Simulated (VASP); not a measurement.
TiCo, 2 atoms in the cell. The structure is cubic, space group Pm-3m (No. 221). Conventional cell: a = 2.986 Å, b = 2.986 Å, c = 2.986 Å, α = 90.00°, β = 90.00°, γ = 90.00°. Within 3.4 Å of Ti (site symmetry m-3m) lie 8 Co at 2.59 Å and 6 Ti at 2.99 Å. Within 3.4 Å of Co (site symmetry m-3m) lie 8 Ti at 2.59 Å and 6 Co at 2.99 Å. 

```yaml
Program: VASP 6.6.1
Task: single point
Functional: PBE
Potentials_or_basis: VASP PAW PBE potentials, release 64 (Ti_sv, Co)
Cutoff: 520 eV
k_mesh: 12 × 12 × 12
Occupations: gaussian, width 0.05 eV
Spin: collinear spin, ferromagnetic start
Starting_moments: "[-0.02, 0.98] μB"
Dipole_correction: no
k_mesh_for_the_DOS: 18 × 18 × 18
Occupations_for_the_DOS: tetrahedron
Further_INCAR_settings: ALGO = Normal; EDIFF = 1e-06; NBANDS = 22
```

Potentials or basis: VASP PAW PBE potentials, release 64 (Ti_sv, Co).

Run with:

```console
$ cat potpaw_PBE.64/Ti_sv/POTCAR potpaw_PBE.64/Co/POTCAR > POTCAR
$ cp INCAR.step1 INCAR
$ cp KPOINTS.step1 KPOINTS
$ mpirun -np 1 vasp_std > vasp.out
$ cp INCAR.step2 INCAR
$ cp KPOINTS.step2 KPOINTS
$ mpirun -np 1 vasp_std > vasp.out
```

Hardware: 1 thread of Intel(R) Xeon(R) Platinum 8488C (Sapphire Rapids) (shared host).

**Question.** How long does it take, and how much memory?

**Answer.** Run time: 110 s on 1 thread of Intel(R) Xeon(R) Platinum 8488C (Sapphire Rapids) (shared host), peak memory 0.31 GiB. Counts: k points 220.
